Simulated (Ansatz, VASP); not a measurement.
# One calculation of Rh, two programs

Contents of INCAR:

```
SYSTEM = Rh
  PREC = Accurate
  ENCUT = 520
  EDIFF = 1E-6
  ISMEAR = 0
  SIGMA = 0.15
  LREAL = .FALSE.
  LASPH = .TRUE.
  NELM = 100
  ALGO = Fast
  ISIF = 2
  LWAVE = .FALSE.
  LCHARG = .TRUE.
  GGA = PS
  LELF = .TRUE.
  LVHAR = .TRUE.
  NBANDS = 38
```

File KPOINTS:

```
Automatic mesh
0
G
  18 18 6
  0 0 0
```

Contents of POSCAR:

```
Rh
1.0
    2.9207804130      0.0000000000      0.0000000000
   -1.4603902065      2.0197064603      0.0000000000
    0.0000000000      0.0000000000      9.0478106183
Rh
4
Direct
    0.0000000000      0.0000000000      0.0000000000
    0.3333333333      0.6666666667      0.2500000000
    0.0000000000      0.0000000000      0.5000000000
    0.6666666667      0.3333333333      0.7500000000
```

Input for Ansatz:

```yaml
crystal:
  lattice:
    - [2.920780413, 0.0, 0.0]
    - [-1.4603902065, 2.0197064603, 0.0]
    - [0.0, 0.0, 9.0478106183]
  atoms:
    - { symbol: Rh, position: [0.0, 0.0, 0.0] }
    - { symbol: Rh, position: [0.3333333333, 0.6666666667, 0.25] }
    - { symbol: Rh, position: [0.0, 0.0, 0.5] }
    - { symbol: Rh, position: [0.6666666667, 0.3333333333, 0.75] }
basis:
  ecutwfc: 420
kpoints:
  mp_grid: { grid: [18, 18, 6] }
hamiltonian:
  xc: pbesol
  pseudopotentials: { kind: paw, azcp: { folder: soft_1 } }
scf:
  occupations: { method: gaussian, width: 0.15 }
output:
  forces: true
  stress: true
  eigenvalues: true
```

Change from the starting cell: strain +e along x and -e along y +0.1100, strain +e along z and -e/2 along x and y +0.0367.

Alike in both runs: task single point; functional PBEsol; k mesh 18 × 18 × 6; occupations gaussian, width 0.15 eV; no spin polarisation.

```csv
,VASP,Ansatz
version,VASP 6.6.1,Ansatz 0.2.0
potentials or method,"VASP PAW PBE potentials, release 64 (Rh_pv), cutoff 520 eV","scalar-relativistic, plane waves, PAW"
valence electrons in the cell,60,68
```

Ansatz gave:

* gap on the k mesh at the Fermi level (eV): none
* pressure (GPa): 15.7
* traceless stress, the component that is largest in VASP (GPa): 40.47
* rms of the force components (eV/Å): 0.207

Question: Estimate VASP's values.

Answer: gap on the k mesh at the Fermi level (eV): none; pressure (GPa): 15.7; traceless stress, the component that is largest in VASP (GPa): 40.43; rms of the force components (eV/Å): 0.206.

VASP's potentials were made for PBE, not for PBEsol, and Ansatz warns of the same on its side. Atom by atom the forces differ by 0.000 eV/Å (rms over components). A gap of «none» marks a metal or a gap that the smearing closes. VASP's potentials hold 60 valence electrons a cell and Ansatz's 68, so a difference there can come from the potentials and not from the codes.
